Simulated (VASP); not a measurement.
LiH, 2 atoms in the cell. The structure is cubic, space group Fm-3m (No. 225). The conventional cell has a = 4.005 Å, b = 4.005 Å, c = 4.005 Å, α = 90.00°, β = 90.00°, γ = 90.00°. Li (site symmetry m-3m) has 6 H at 2.00 Å within 2.7 Å. Within 2.7 Å of H (site symmetry m-3m) lie 6 Li at 2.00 Å. 

* Program: VASP 6.6.1
* Task: single point
* Functional: r2SCAN
* Potentials or basis: VASP PAW PBE potentials, release 64 (Li_sv, H)
* Cutoff: 520 eV
* k mesh: 10 × 10 × 10
* Occupations: gaussian, width 0.02 eV
* Spin: no spin polarisation
* Dipole correction: no
* Further INCAR settings: ALGO = Normal; EDIFF = 1e-07; NBANDS = 9

Potentials or basis: VASP PAW PBE potentials, release 64 (Li_sv, H).

The run is started by

```bash
$ cat potpaw_PBE.64/Li_sv/POTCAR potpaw_PBE.64/H/POTCAR > POTCAR
$ cp INCAR.step1 INCAR
$ mpirun -np 1 vasp_std > vasp.out
$ cp INCAR.step2 INCAR
$ mpirun -np 1 vasp_std > vasp.out
```

Hardware: 1 thread of Intel Xeon 8259CL (shared host).

Estimate the wall time of this run.

Wall time 39 s on 1 thread of Intel Xeon 8259CL, with other jobs on the host, peak memory 0.13 GiB. Counts: k points 47.
